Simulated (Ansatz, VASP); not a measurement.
**Two plane-wave programs on GaSb**

```
CELL_PARAMETERS angstrom
0.00000 3.02507 3.02507
3.02507 0.00000 3.02507
3.02507 3.02507 0.00000
ATOMIC_POSITIONS crystal
Ga 0.00000 0.00000 0.00000
Sb 0.75000 0.75000 0.75000
```

Alike in both runs: task relaxation of cell and atoms; functional LDA; k mesh 12 × 12 × 12; occupations fermi-dirac, width 0.15 eV; no spin polarisation.

```csv
,VASP,Ansatz
version,VASP 6.6.1,Ansatz 0.2.0
potentials or method,"VASP PAW LDA potentials, release 64 (Ga_d, Sb), cutoff 600 eV","scalar-relativistic, plane waves, PAW"
valence electrons in the cell,18,28
```

VASP gave:

```
gap on the k mesh at the Fermi level, each at its own relaxed structure (eV) : none
relaxed volume (Å³/atom)                                                     : 27.78
relaxed cell length with the largest relative difference (Å)                 : 4.283
```

Q: Which values does Ansatz return?

A: gap on the k mesh at the Fermi level, each at its own relaxed structure (eV): none; relaxed volume (Å³/atom): 27.68; relaxed cell length with the largest relative difference (Å): 4.278.

LDA's correlation is that of Perdew and Zunger in VASP and of Perdew and Wang (1992) in Ansatz. A gap of «none» marks a metal or a gap that the smearing closes. VASP's potentials hold 18 valence electrons a cell and Ansatz's 28, so a difference there can come from the potentials and not from the codes.

Spin-orbit coupling is off throughout.
